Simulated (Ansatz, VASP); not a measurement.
**Two plane-wave programs on EuO**

```
Eu O
1.0
     0.00000    2.57195    2.57195
     2.57195    0.00000    2.57195
     2.57195    2.57195    0.00000
Eu O
1 1
Cartesian
  2.5720 2.5720 2.5720
  0.0000 0.0000 0.0000
```

Alike in both runs: task single point; functional PBE; k mesh 6 × 6 × 6; occupations gaussian, width 0.05 eV; collinear spin; Hubbard terms Eu f U = 6.0 eV.

```csv
,VASP,Ansatz
version,VASP 6.6.1,Ansatz 0.2.0
potentials or method,"VASP PAW PBE potentials, release 64 (Eu, O), cutoff 600 eV","scalar-relativistic, plane waves, PAW"
valence electrons in the cell,23,23
```

```tsv
	VASP	Ansatz	Ansatz less VASP
pressure (GPa)	1.1	1.8	+0.62
net moment per atom (μB)	3.50	3.50	0.000
size of the moment on the site where the two differ most (μB)	6.72	6.75	+0.030
```

Site moments also hang on the region over which each program counts them. The programs project onto different local orbitals, so the same U acts differently, and such runs can settle in different states. Ansatz's warnings: stability check not made.

Spin-orbit coupling is off throughout.
